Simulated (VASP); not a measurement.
Mg2C:

```
C Mg
1.0
     0.00000    2.71094    2.71094
     2.71094    0.00000    2.71094
     2.71094    2.71094    0.00000
C Mg
1 2
Direct
  0.00000 0.00000 0.00000
  0.25000 0.25000 0.25000
  0.75000 0.75000 0.75000
```

Base run:

* Program: VASP 6.6.1
* Functional: HSE06
* Potentials or basis: VASP PAW PBE potentials, release 64 (C, Mg)
* Cutoff: 520 eV
* k mesh: 6 × 6 × 6
* Occupations: gaussian, width 0.01 eV
* Spin: no spin polarisation

Its results: band gap on the k mesh 1.39 eV (least direct gap 2.30 eV); pressure -0.6 GPa.

Q: The run is repeated on the same cell with these changes: functional from HSE06 to PBE; k mesh from 6 × 6 × 6 to 4 × 4 × 4. What comes out?

A: Band gap on the k mesh 0.69 eV (least direct gap 1.48 eV); pressure 1.6 GPa.

Several settings changed at once.

Caveats: some runs use coarse meshes; the structure was generated, so it needn't be the stable form of Mg2C; the PAW data sets were made with another functional, which shifts forces and pressure a little (at least some runs); semilocal functionals underestimate gaps, and a narrow one can read as zero (at least some runs).

A k mesh can miss the band edges.
